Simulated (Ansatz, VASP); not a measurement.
## Two plane-wave programs on AlN

File INCAR:

```
SYSTEM = AlN
  PREC = Accurate
  ENCUT = 520
  EDIFF = 1E-6
  ISMEAR = 0
  SIGMA = 0.05
  LREAL = .False.
  LASPH = .True.
  NELM = 80
  ALGO = Normal
  ISIF = 2
  LWAVE = .False.
  LCHARG = .True.
  GGA = PS
  LELF = .True.
  LVHAR = .True.
  NBANDS = 26
```

File KPOINTS:

```
regular mesh
0
Gamma
  6 6 6
  0 0 0
```

POSCAR

```
AlN
1.0
    4.3771405283      0.0000000000      0.0000000000
    0.0000000000     -4.3771405283      0.0000000000
    0.0000000000      0.0000000000     -4.3771405283
Al N
4 4
Direct
   -0.0407094330      0.0863577483     -0.0407094330
    0.5000000000      0.5000000000      0.0000000000
    0.5000000000      0.0000000000      0.5000000000
    0.0000000000      0.5000000000      0.5000000000
    0.7500000000      0.7500000000      0.7500000000
    0.2500000000      0.2500000000      0.7500000000
    0.2500000000      0.7500000000      0.2500000000
    0.7500000000      0.2500000000      0.2500000000
```

Input for Ansatz:

```yaml
crystal:
  lattice:
    - [4.3771405283, 0.0, 0.0]
    - [0.0, -4.3771405283, 0.0]
    - [0.0, 0.0, -4.3771405283]
  atoms:
    - { symbol: Al, position: [-0.040709433, 0.0863577483, -0.040709433] }
    - { symbol: Al, position: [0.5, 0.5, 0.0] }
    - { symbol: Al, position: [0.5, 0.0, 0.5] }
    - { symbol: Al, position: [0.0, 0.5, 0.5] }
    - { symbol: "N", position: [0.75, 0.75, 0.75] }
    - { symbol: "N", position: [0.25, 0.25, 0.75] }
    - { symbol: "N", position: [0.25, 0.75, 0.25] }
    - { symbol: "N", position: [0.75, 0.25, 0.25] }
basis:
  ecutwfc: 420
kpoints:
  mp_grid: { grid: [6, 6, 6] }
hamiltonian:
  xc: pbesol
  pseudopotentials: { kind: paw, azcp: { folder: soft_1 } }
scf:
  occupations: { method: gaussian, width: 0.05 }
output:
  forces: true
  stress: true
  eigenvalues: true
```

Alike in both runs: task single point; functional PBEsol; k mesh 6 × 6 × 6; occupations gaussian, width 0.05 eV; no spin polarisation.

|  | VASP | Ansatz |
| --- | --- | --- |
| version | VASP 6.6.1 | Ansatz 0.2.0 |
| potentials or method | VASP PAW PBE potentials, release 64 (Al, N), cutoff 520 eV | scalar-relativistic, plane waves, PAW |
| valence electrons in the cell | 32 | 32 |

VASP gave:

```
gap on the k mesh at the Fermi level (eV)                     : 0.69
least direct gap on the mesh (eV)                             : 0.75
pressure (GPa)                                                : 4.9
traceless stress, the component that is largest in VASP (GPa) : 5.88
rms of the force components (eV/Å)                            : 1.704
```

What did Ansatz give for the same quantities?

gap on the k mesh at the Fermi level (eV): 0.70; least direct gap on the mesh (eV): 0.75; pressure (GPa): 4.8; traceless stress, the component that is largest in VASP (GPa): 5.76; rms of the force components (eV/Å): 1.694.

VASP's potentials were made for PBE, not for PBEsol, and Ansatz warns of the same on its side. Atom by atom the forces differ by 0.016 eV/Å (rms over components).
